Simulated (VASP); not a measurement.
Set up this calculation in VASP 6.6.1, as the native input.

```
Task                   : single point
Functional             : r2SCAN
Potentials or basis    : VASP PAW PBE potentials, release 64 (Ti_sv, O)
Cutoff                 : 520 eV
k mesh                 : 5 × 5 × 7, shifted
Occupations            : methfessel-paxton, width 0.0725 eV
Spin                   : collinear spin
Starting moments       : [1.0, 1.0, 0.0, 0.0, 0.0, 0.0] μB
Dipole correction      : no
Further INCAR settings : ALGO = Normal; EDIFF = 1e-06; NBANDS = 37
```

The system is TiO2.

```
Ti O
1.0
    -1.88155    1.87610    4.71295
     1.87559   -1.87353    4.70956
     1.87958    1.87156   -4.71193
Ti O
2 4
Direct
  0.02100 0.00807 0.01855
  0.74350 0.24333 0.49019
  0.17076 0.17110 0.97532
  0.94001 0.41527 0.49707
  0.57501 0.07015 0.50730
  0.80427 0.81068 0.97768
```

The input as run:

POSCAR

```
TiO2
1.0
   -1.8815519900      1.8761040700      4.7129488200
    1.8755901800     -1.8735336300      4.7095574500
    1.8795806200      1.8715622600     -4.7119271300
Ti O
2 4
Direct
    0.0209951300      0.0080688600      0.0185489800
    0.7434966600      0.2433277600      0.4901929300
    0.1707585600      0.1710960100      0.9753210600
    0.9400127600      0.4152665400      0.4970719200
    0.5750149500      0.0701518300      0.5073040600
    0.8042734200      0.8106779200      0.9776849900
```

INCAR.step1

```
PREC = Accurate ; ENCUT = 520
ISMEAR = 1 ; SIGMA = 0.0725
LREAL = False ; LASPH = True
NELM = 150 ; ISPIN = 2
MAGMOM = 1 1 0 0 0 0 ; LMAXMIX = 4
NBANDS = 37 ; GGA = PE
ALGO = Normal ; EDIFF = 1E-4
LWAVE = True ; LCHARG = False
```

INCAR.step2

```
PREC = Accurate ; ENCUT = 520
EDIFF = 1E-6 ; ISMEAR = 1
SIGMA = 0.0725 ; LREAL = False
LASPH = True ; NELM = 150
ALGO = Normal ; ISIF = 2
LWAVE = False ; LCHARG = False
ISPIN = 2 ; MAGMOM = 1 1 0 0 0 0
LORBIT = 11 ; LMAXMIX = 4
METAGGA = R2SCAN ; LMIXTAU = True
NBANDS = 37 ; ISTART = 1
```

KPOINTS

```
Automatic mesh
0
Gamma
  5 5 7
  0 0.5 0.5
```

Potentials or basis: VASP PAW PBE potentials, release 64 (Ti_sv, O).

Command:

```sh
$ cat potpaw_PBE.64/Ti_sv/POTCAR potpaw_PBE.64/O/POTCAR > POTCAR
$ cp INCAR.step1 INCAR
$ mpirun -np 1 vasp_std > vasp.out
$ cp INCAR.step2 INCAR
$ mpirun -np 1 vasp_std > vasp.out
```

It gave:

- Pressure: 45.5 GPa
- Largest force: 9.614 eV/Å
- Band gap on the k mesh: 2.30 eV (least direct gap 2.53 eV)
- Net moment: 0.00 μB per cell
- Valence electrons inside the program's atomic spheres: Ti 10.57, 10.63; O 5.22, 5.19, 5.18 (each value once)

Caveat: the cell stands under pressure; the PAW data sets were made with another functional, which shifts forces and pressure a little; a shifted mesh leaves out Γ, where band edges can lie.

It took 79 min on 1 thread of Oxide Virtual Turin-like Processor, with other jobs on the host, peak memory 0.48 GiB.
